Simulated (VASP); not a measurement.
BN: relaxation of the atoms with LDA

Crystal: BN.

```
CELL_PARAMETERS angstrom
2.57967 0.00000 0.00000
-1.28984 2.15498 0.00000
0.00000 0.00000 6.97137
ATOMIC_POSITIONS crystal
B 0.33333 0.66667 0.25000
B 0.66667 0.33333 0.75000
N 0.33333 0.66667 0.75000
N 0.66667 0.33333 0.25000
```

This cell differs from its parent crystal: normal strain along x +0.0367, normal strain along z +0.0733.

- Program: VASP 6.6.1
- Task: relaxation of the atoms
- Functional: LDA
- Potentials or basis: VASP PAW LDA potentials, release 64 (B, N)
- Cutoff: 520 eV
- k mesh: 12 × 12 × 4
- Occupations: gaussian, width 0.05 eV
- Spin: no spin polarisation
- Dipole correction: no
- Further INCAR settings: ALGO = Normal; EDIFF = 1e-06; IBRION = 2; EDIFFG = -0.01; NSW = 50

```yaml
Energy_gained_by_relaxing: 0.9 meV/atom
Ionic_steps: 3
Pressure_after_relaxing: -11.7 GPa
Band_gap_on_the_k_mesh: 3.99 eV (least direct gap 4.43 eV)
```

Stress tensor (GPa, compression positive):
```
-27.84   0.00   0.00
  0.00  -5.80   0.00
  0.00   0.00  -1.41
```

The path:
```tsv
step	energy change (eV)	largest force (eV/Å)	pressure (GPa)
1	0.0000	0.3849	-11.51
2	0.0238	1.0003	-11.83
3	-0.0037	0.0019	-11.68
```

Final structure:
```
B N
1.0
     2.57967    0.00000    0.00000
    -1.28984    2.15498    0.00000
     0.00000    0.00000    6.97137
B N
2 2
Direct
  0.33221 0.66441 0.25000
  0.66779 0.33559 0.75000
  0.33219 0.66438 0.75000
  0.66781 0.33562 0.25000
```

Levels at points of the mesh, in eV from the valence-band top:
```tsv
k point	band 6	band 7	band 8	band 9	band 10	band 11
(0.00, 0.00, 0.00)	-1.53	-1.22	-1.19	4.63	9.33	10.80
(0.50, 0.00, 0.00)	-3.86	-1.42	-0.58	3.99	5.21	9.35
(0.00, 0.50, 0.00)	-4.45	-1.13	-0.35	4.27	5.31	8.57
(0.00, 0.00, 0.50)	-1.55	-1.20	-1.20	6.75	6.75	11.20
(0.50, 0.00, 0.50)	-3.88	-0.99	-0.99	4.43	4.43	9.84
(0.00, 0.50, 0.50)	-4.47	-0.72	-0.72	4.63	4.63	8.81
```

It took 87 s on 1 thread of Intel Xeon 8259CL (shared host), peak memory 0.17 GiB.

Caveat: the cell differs from its parent crystal (normal strain along x +0.0367, normal strain along z +0.0733). A k mesh can miss the band edges.
